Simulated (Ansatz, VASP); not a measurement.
## Ge: VASP beside Ansatz

File INCAR:

```
ALGO = Normal
EDIFF = 1E-6
ENCUT = 500
GGA = PE
GGA_COMPAT = F
ISIF = 2
ISMEAR = 0
IVDW = 12
LASPH = T
LCHARG = F
LREAL = F
LWAVE = F
NBANDS = 21
NELM = 120
PREC = Accurate
SIGMA = 0.1
```

Contents of KPOINTS:

```
k-points
0
Gamma
  4 4 4
```

POSCAR

```
Ge
1.0
   -2.4958980000      2.6508630000      1.4369470000
    2.4958980000     -2.6508630000      1.4369470000
    2.4958980000      2.6508630000     -1.4369470000
Ge
2
Direct
    0.1859430000      0.9359430000      0.2500000000
    0.8140570000      0.0640570000      0.7500000000
```

Input for Ansatz:

```yaml
crystal:
  lattice:
    - [-2.495898, 2.650863, 1.436947]
    - [2.495898, -2.650863, 1.436947]
    - [2.495898, 2.650863, -1.436947]
  atoms:
    - { symbol: Ge, position: [0.185943, 0.935943, 0.25] }
    - { symbol: Ge, position: [0.814057, 0.064057, 0.75] }
basis:
  ecutwfc: 420
kpoints:
  mp_grid: { grid: [4, 4, 4] }
hamiltonian:
  xc: pbe
  dispersion: d3bj
scf:
  occupations: { method: gaussian, width: 0.1 }
  mixing: { algorithm: msr1, beta: 0.033 }
  max_iter: 56
output:
  forces: true
  stress: true
  eigenvalues: true
```

Alike in both runs: task single point; functional PBE; dispersion D3(BJ); k mesh 4 × 4 × 4; occupations gaussian, width 0.1 eV; no spin polarisation.

|  | VASP | Ansatz |
| --- | --- | --- |
| version | VASP 6.6.1 | Ansatz 0.2.0 |
| potentials or method | VASP PAW PBE potentials, release 64 (Ge_d), cutoff 500 eV | scalar-relativistic, plane waves, PAW |
| valence electrons in the cell | 28 | 28 |

|  | VASP | Ansatz | Ansatz less VASP |
| --- | --- | --- | --- |
| gap on the k mesh at the Fermi level (eV) | none | none | - |
| pressure (GPa) | -2.6 | -2.4 | +0.22 |
| traceless stress, the component that is largest in VASP (GPa) | -3.76 | -3.77 | -0.006 |
| rms of the force components (eV/Å) | 0.135 | 0.136 | +0.0003 |

Atom by atom the forces differ by 0.000 eV/Å (rms over components). A gap of «none» marks a metal or a gap that the smearing closes.

The k mesh is coarse, so the values compare programs but aren't converged.
